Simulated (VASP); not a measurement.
BeS: single point with r2SCAN

BeS:

```
Be S
1.0
     0.00000    2.43431    2.43431
     2.43431    0.00000    2.43431
     2.43431    2.43431    0.00000
Be S
1 1
Direct
  0.00000 0.00000 0.00000
  0.25000 0.25000 0.25000
```

| Quantity | Value |
| --- | --- |
| Program | VASP 6.6.1 |
| Task | single point |
| Functional | r2SCAN |
| Potentials or basis | VASP PAW PBE potentials, release 64 (Be, S) |
| Cutoff | 520 eV |
| k mesh | 6 × 6 × 6 |
| Occupations | methfessel-paxton, width 0.05 eV |
| Spin | no spin polarisation |

| Quantity | Value |
| --- | --- |
| Pressure | 0.3 GPa |
| Band gap on the k mesh | 3.60 eV, indirect (least direct gap 6.26 eV) |

Levels at points of the mesh, in eV from the valence-band top:
| k point | band 2 | band 3 | band 4 | band 5 | band 6 | band 7 |
| --- | --- | --- | --- | --- | --- | --- |
| (0.00, 0.00, 0.00) | 0.00 | 0.00 | 0.00 | 6.26 | 6.26 | 6.26 |
| (0.50, 0.00, 0.00) | -5.88 | -1.04 | -1.04 | 6.06 | 7.14 | 7.14 |
| (0.50, 0.50, 0.00) | -5.13 | -2.67 | -2.67 | 3.60 | 5.39 | 13.77 |

It took 64 s on 1 thread of AMD EPYC 7R13 (shared host), peak memory 0.12 GiB.

Caveat: the PAW data sets were made with another functional, which shifts forces and pressure a little. r2SCAN opens gaps a little over a GGA but as a rule still falls short of measured ones.
